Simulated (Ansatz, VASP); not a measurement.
La3YO6 in VASP and in Ansatz

The input INCAR:

```
SYSTEM = La3YO6
PREC = Accurate
ENCUT = 520
EDIFF = 1E-6
ISMEAR = 0
SIGMA = 0.02
LREAL = .False.
LASPH = .True.
NELM = 60
ALGO = Normal
ISIF = 2
LWAVE = .False.
LCHARG = .True.
GGA = PE
LELF = .True.
LVHAR = .True.
NBANDS = 51
```

KPOINTS

```
Automatic mesh
0
Gamma
  6 6 2
  0 0 0
```

The input POSCAR:

```
La3YO6
1.0
    3.8800151224      0.0000000000      0.0000000000
   -1.9400075612      3.3601916630      0.0000000000
    0.0000000000      0.0000000000     12.2272742087
La Y O
3 1 6
Direct
    0.6666666667      0.3333333333      0.8725629298
    0.3333333333      0.6666666667      0.1277337649
    0.3333333333      0.6666666667      0.6115755110
    0.6666666667      0.3333333333      0.3713903223
    0.6666666667      0.3333333333      0.1887829863
    0.6666666667      0.3333333333      0.6726961281
    0.3333333333      0.6666666667      0.3328522973
    0.3333333333      0.6666666667      0.8211547353
    0.0000000000      0.0000000000      0.0076182536
    0.0000000000      0.0000000000      0.4936330713
```

Input for Ansatz:

```yaml
crystal:
  lattice:
    - [3.8800151224, 0.0, 0.0]
    - [-1.9400075612, 3.360191663, 0.0]
    - [0.0, 0.0, 12.2272742087]
  atoms:
    - { symbol: La, position: [0.6666666667, 0.3333333333, 0.8725629298] }
    - { symbol: La, position: [0.3333333333, 0.6666666667, 0.1277337649] }
    - { symbol: La, position: [0.3333333333, 0.6666666667, 0.611575511] }
    - { symbol: "Y", position: [0.6666666667, 0.3333333333, 0.3713903223] }
    - { symbol: O, position: [0.6666666667, 0.3333333333, 0.1887829863] }
    - { symbol: O, position: [0.6666666667, 0.3333333333, 0.6726961281] }
    - { symbol: O, position: [0.3333333333, 0.6666666667, 0.3328522973] }
    - { symbol: O, position: [0.3333333333, 0.6666666667, 0.8211547353] }
    - { symbol: O, position: [0.0, 0.0, 0.0076182536] }
    - { symbol: O, position: [0.0, 0.0, 0.4936330713] }
basis:
  ecutwfc: 420
kpoints:
  mp_grid: { grid: [6, 6, 2] }
  band_path:
    path:
      - [[0.0, 0.0, 0.0], [0.5, 0.0, 0.0], [0.33333333, 0.33333333, 0.0], [0.0, 0.0, 0.0], [0.0, 0.0, 0.5], [0.5, 0.0, 0.5], [0.33333333, 0.33333333, 0.5], [0.0, 0.0, 0.5]]
      - [[0.5, 0.0, 0.5], [0.5, 0.0, 0.0]]
      - [[0.33333333, 0.33333333, 0.5], [0.33333333, 0.33333333, 0.0]]
    npoints: 14
hamiltonian:
  xc: pbe
scf:
  occupations: { method: gaussian, width: 0.02 }
  n_extra_bands: 25
output:
  forces: true
  stress: true
  eigenvalues: true
  populations: true
  dos: { projected: true, de: 0.02, nscf_kmesh: { grid: [9, 9, 3] } }
  bader: true
```

Alike in both runs: task single point; functional PBE; k mesh 6 × 6 × 2; occupations gaussian, width 0.02 eV; no spin polarisation.

```csv
,VASP,Ansatz
version,VASP 6.6.1,Ansatz 0.2.0
potentials or method,"VASP PAW PBE potentials, release 64 (La, Y_sv, O), cutoff 520 eV","scalar-relativistic, plane waves, PAW"
valence electrons in the cell,80,80
```

```tsv
	VASP	Ansatz	Ansatz less VASP
gap on the k mesh at the Fermi level (eV)	3.91	3.90	-0.013
least direct gap on the mesh (eV)	3.97	3.95	-0.015
pressure (GPa)	-0.3	0.0	+0.24
traceless stress, the component that is largest in VASP (GPa)	0.05	0.01	-0.037
rms of the force components (eV/Å)	0.008	0.003	-0.0056
```

Atom by atom the forces differ by 0.006 eV/Å (rms over components). The functional is the same, so the differences come from potentials, cutoffs and numerics.

Neither program's run includes spin-orbit coupling.
